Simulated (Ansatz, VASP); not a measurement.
**ZnS: VASP beside Ansatz**

```
CELL_PARAMETERS angstrom
0.00000 2.70450 2.70450
2.70450 0.00000 2.70450
2.70450 2.70450 0.00000
ATOMIC_POSITIONS crystal
Zn 0.00000 0.00000 0.00000
S 0.25000 0.25000 0.25000
```

Alike in both runs: task single point; functional PBE; k mesh 10 × 10 × 10; occupations gaussian, width 0.03 eV; no spin polarisation.

```csv
,VASP,Ansatz
version,VASP 6.6.1,Ansatz 0.2.0
potentials or method,"VASP PAW PBE potentials, release 64 (Zn, S)","scalar-relativistic, plane waves, PAW"
plane-wave cutoff (eV),520,420
valence electrons in the cell,18,18
```

|  | VASP | Ansatz | Ansatz less VASP |
| --- | --- | --- | --- |
| gap on the k mesh at the Fermi level (eV) | 2.10 | 2.10 | -0.005 |
| least direct gap on the mesh (eV) | 2.10 | 2.10 | -0.005 |
